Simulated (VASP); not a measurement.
# CuI (NiAs type): single point with LDA

CuI (NiAs type):

```xyz
4
Lattice="4.0691 0.0000 0.0000 -2.0346 3.5240 0.0000 0.0000 0.0000 6.0284" Properties=species:S:1:pos:R:3 pbc="T T T"
Cu    0.0000    0.0000    0.0000
Cu    0.0000    0.0000    3.0142
I     0.0000    2.3493    1.5071
I     2.0346    1.1747    4.5213
```

- Program: VASP 6.6.1
- Task: single point
- Functional: LDA
- Potentials or basis: VASP PAW LDA potentials, release 64 (Cu, I)
- Cutoff: 520 eV
- k mesh: 10 × 10 × 6
- Occupations: fermi-dirac, width 0.08 eV
- Spin: no spin polarisation
- Dipole correction: no
- Further INCAR settings: ALGO = Normal; EDIFF = 1e-06; NBANDS = 26

| Item | Value |
| --- | --- |
| Pressure | -0.5 GPa |
| Band gap on the k mesh | 0.48 eV (least direct gap 0.93 eV) |

Levels at points of the mesh, in eV from the valence-band top:
| k point | band 16 | band 17 | band 18 | band 19 | band 20 | band 21 |
| --- | --- | --- | --- | --- | --- | --- |
| (0.00, 0.00, 0.00) | -1.23 | -0.17 | -0.17 | 0.76 | 1.98 | 4.66 |
| (0.50, 0.00, 0.00) | -1.82 | -0.93 | 0.00 | 2.13 | 2.28 | 2.88 |
| (0.00, 0.00, 0.50) | -0.72 | -0.72 | -0.72 | 2.51 | 2.51 | 4.81 |
| (0.50, 0.00, 0.50) | -1.35 | -1.03 | -1.03 | 1.51 | 1.51 | 4.63 |

Wall time 5.3 min on 1 thread of AMD EPYC 7R13, on a shared host, peak memory 0.21 GiB.

Caveat: semilocal functionals underestimate gaps, and a narrow one can read as zero; spin-orbit coupling is left out, which moves the levels of the heavy elements. A k mesh can miss the band edges.
